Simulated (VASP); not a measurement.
# Y (I4/mmm) in VASP: further runs, part 2 of 2

VASP 6.6.1. The steps go on from the part before.

## Step 3: Single point, LDA (strain +0.000 along x and y, +0.080 along z)

The input, INCAR:

```
PREC = Accurate
ENCUT = 520
EDIFF = 1E-6
ISMEAR = 0
SIGMA = 0.15
LREAL = F
LASPH = T
NELM = 80
ALGO = Fast
ISIF = 2
LWAVE = F
LCHARG = F
NBANDS = 12
```

The input, KPOINTS:

```
Automatic mesh
0
Gamma
  16 16 16
```

The input, POSCAR:

```
Y
1.0
    0.0000000000      2.4850000000      2.6838000000
    2.4850000000      0.0000000000      2.6838000000
    2.4850000000      2.4850000000      0.0000000000
Y
1
Direct
    0.0000000000      0.0000000000      0.0000000000
```

Potentials or basis: VASP PAW LDA potentials, release 64 (Y_sv).

Launch:

```
> cat potpaw_LDA.64/Y_sv/POTCAR > POTCAR
> mpirun -np 1 vasp_std > vasp.out
```

OUTCAR:

```text
PREC = Accurate
   ENCUT = 520
   EDIFF = 1E-6
   ISMEAR = 0
   LREAL = F
   LASPH = T
   NELM = 80
   ISIF = 2

 ion  position               nearest neighbor table
   1  0.000  0.000  0.000-

  LATTYP: Found a body centered tetragonal cell.
 ALAT       =     3.5143207025
 C/A-ratio  =     1.5273506474

  Lattice vectors:

 A1 = (  -2.4850000000,   0.0000000000,   2.6838000000)
 A2 = (   2.4850000000,   0.0000000000,   2.6838000000)
[... 539 lines left out ...]
     11      12.4762      0.00000
     12      14.2538      0.00000

 [... further k-points ...]

------------------------ aborting loop because EDIFF is reached ----------------------------------------

  FORCE on cell =-STRESS in cart. coord.  units (eV):
  Direction    XX          YY          ZZ          XY          YZ          ZX
  --------------------------------------------------------------------------------------
  -------------------------------------------------------------------------------------
  Total       -0.7711743     -0.7711743     -1.2757066      0.0000000      0.0000000     -0.0000000
  in kB      -37.2760793    -37.2760793    -61.6635396      0.0000000      0.0000000     -0.0000000
  external PRESSURE =     -45.4052327 kB  Pullay stress =       0.0000000 kB

 VOLUME and BASIS-vectors are now :
 -----------------------------------------------------------------------------
  energy-cutoff  :      520.00
  volume of cell :       33.15
      direct lattice vectors                 reciprocal lattice vectors
     0.000000000  2.485000000  2.683800000    -0.201207243  0.201207243  0.186303003
     2.485000000  0.000000000  2.683800000     0.201207243 -0.201207243  0.186303003
     2.485000000  2.485000000  0.000000000     0.201207243  0.201207243 -0.186303003

 POSITION                                       TOTAL-FORCE (eV/Angst)
 -----------------------------------------------------------------------------------
      0.00000      0.00000      0.00000        -0.000000     -0.000000      0.000000
 -----------------------------------------------------------------------------------
    total drift:                               -0.000000     -0.000000     -0.000000

  FREE ENERGIE OF THE ION-ELECTRON SYSTEM (eV)
  ---------------------------------------------------
  free  energy   TOTEN  =        -6.8770974142 eV

  energy  without entropy=       -6.8583864708  energy(sigma->0) =       -6.86774194
```

OSZICAR:

```text
N       E                     dE             d eps       ncg     rms          rms(c)
DAV:   1     0.247326515429E+02    0.24733E+02   -0.55344E+03  8376   0.828E+02
DAV:   2    -0.573905514452E+01   -0.30472E+02   -0.29658E+02 10132   0.165E+02
DAV:   3    -0.706636307219E+01   -0.13273E+01   -0.13030E+01 12028   0.218E+01
DAV:   4    -0.709886121469E+01   -0.32498E-01   -0.32479E-01  9472   0.336E+00
DAV:   5    -0.709944212224E+01   -0.58091E-03   -0.58089E-03 11036   0.363E-01    0.221E+01
RMM:   6    -0.691731206844E+01    0.18213E+00   -0.15365E-01  9361   0.230E+00    0.133E+01
RMM:   7    -0.687977743512E+01    0.37535E-01   -0.31273E-01 11020   0.326E+00    0.123E+00
RMM:   8    -0.687724272273E+01    0.25347E-02   -0.45896E-02 10138   0.138E+00    0.734E-01
RMM:   9    -0.687717915330E+01    0.63569E-04   -0.92012E-03 12071   0.516E-01    0.250E-01
RMM:  10    -0.688009150764E+01   -0.29124E-02   -0.74555E-03 11925   0.536E-01    0.120E+00
RMM:  11    -0.687704281011E+01    0.30487E-02   -0.54215E-03 10377   0.666E-01    0.862E-02
RMM:  12    -0.687708368290E+01   -0.40873E-04   -0.53078E-04 11547   0.193E-01    0.977E-02
RMM:  13    -0.687709195404E+01   -0.82711E-05   -0.12879E-04 12286   0.743E-02    0.442E-02
RMM:  14    -0.687709660949E+01   -0.46555E-05   -0.43649E-05 12178   0.431E-02    0.656E-03
RMM:  15    -0.687709741421E+01   -0.80471E-06   -0.67873E-06  9169   0.140E-02
   1 F= -.68770974E+01 E0= -.68677419E+01  d E =-.187109E-01
```

stdout:

```text
POSCAR found type information on POSCAR Y
 POSCAR found :  1 types and       1 ions
 scaLAPACK will be used
 LDA part: xc-table for (Slater(with rela. corr.)+CA(PZ))
 , standard interpolation
 POSCAR, INCAR and KPOINTS ok, starting setup
 FFT: planning ... GRIDC
 FFT: planning ... GRID_SOFT
 FFT: planning ... GRID
 WAVECAR not read
 entering main loop
WARNING in EDDRMM: call to ZHEGV failed, returncode =   6  3      7
```

Run time: 3 min. Hardware: 1 thread of Intel Xeon Platinum 8259CL at 2.50GHz (Skylake/Cascade Lake), shared host; peak memory 0.27 GiB.

What came out:

- Free energy: -6.8771 eV
- Pressure: -4.5 GPa
- Band gap on the k mesh: zero (an odd number of electrons rules out a gap without spin polarisation)

Stress tensor (GPa, compression positive):
```
-3.73  0.00  0.00
 0.00 -3.73  0.00
 0.00  0.00 -6.17
```

Caveat: the cell differs from its parent crystal (strain +0.000 along x and y, +0.080 along z); the cell stands under tension.

## Step 4: Single point, LDA (strain +0.080 along x and y, -0.040 along z)

The input, INCAR:

```
SYSTEM = Y
  PREC = Accurate
  ENCUT = 520
  EDIFF = 1E-6
  ISMEAR = 0
  SIGMA = 0.15
  LREAL = .FALSE.
  LASPH = .TRUE.
  NELM = 80
  ALGO = Normal
  ISIF = 2
  LWAVE = .FALSE.
  LCHARG = .TRUE.
  GGA = CA
  LELF = .TRUE.
  LVHAR = .TRUE.
  NBANDS = 12
```

The input, KPOINTS:

```
Automatic mesh
0
G
  16 16 16
  0 0 0
```

The input, POSCAR:

```
Y
1.0
    0.0000000000      2.6838000000      2.3856000000
    2.6838000000      0.0000000000      2.3856000000
    2.6838000000      2.6838000000      0.0000000000
Y
1
Direct
    0.0000000000      0.0000000000      0.0000000000
```

Launch:

```
> cat potpaw_LDA.64/Y_sv/POTCAR > POTCAR
> mpirun -np 1 vasp_std > vasp.out
```

Run time: 1.7 min. Hardware: 1 thread of Intel Xeon Platinum 8259CL at 2.50GHz (Skylake/Cascade Lake), shared host; peak memory 0.28 GiB.

It converged, with:

- Free energy: -6.8281 eV
- Pressure: -5.5 GPa
- Band gap on the k mesh: zero (an odd number of electrons rules out a gap without spin polarisation)

Stress tensor (GPa, compression positive):
```
-6.37  0.00  0.00
 0.00 -6.37  0.00
 0.00  0.00 -3.85
```

Levels at points of the mesh, in eV from the Fermi level:
| k point | band 1 | band 2 | band 3 | band 4 | band 5 | band 6 | band 7 | band 8 | band 9 | band 10 |
| --- | --- | --- | --- | --- | --- | --- | --- | --- | --- | --- |
| (0.00, 0.00, 0.00) | -42.61 | -22.47 | -22.47 | -22.46 | -4.67 | 1.43 | 1.43 | 2.26 | 2.85 | 3.94 |
| (0.50, 0.00, 0.00) | -42.56 | -22.95 | -22.57 | -22.49 | -1.94 | 0.57 | 0.99 | 2.07 | 4.52 | 5.16 |
| (0.50, 0.50, 0.00) | -42.53 | -22.91 | -22.70 | -22.70 | -1.52 | -0.99 | 2.89 | 4.85 | 5.24 | 5.24 |
| (0.50, 0.00, 0.50) | -42.55 | -22.92 | -22.65 | -22.56 | -1.72 | -0.66 | 1.47 | 4.65 | 4.80 | 5.58 |

Caveat: the cell differs from its parent crystal (strain +0.080 along x and y, -0.040 along z); the cell stands under tension.

## Step 5: The runs side by side

| cell | gap on the mesh (eV) | pressure (GPa) |
| --- | --- | --- |
| a = 3.526, b = 3.526, c = 3.795 Å, angles 57.4, 57.4, 65.1°, 1 atom | none | -4.3 |
| a = 3.658, b = 3.658, c = 3.514 Å, angles 61.3, 61.3, 57.4°, 1 atom | none | -4.5 |
| a = 3.591, b = 3.591, c = 3.795 Å, angles 58.1, 58.1, 63.8°, 1 atom | none | -5.5 |

Alike in all rows: task single point; level LDA; potentials or basis VASP PAW LDA potentials, release 64 (Y_sv); no spin polarisation; k mesh 16 × 16 × 16; cutoff (eV) 520; smearing gaussian 0.15 eV.

Caveats: the cell stands under tension.

Absolute energies hang on the potentials; compare differences alone.
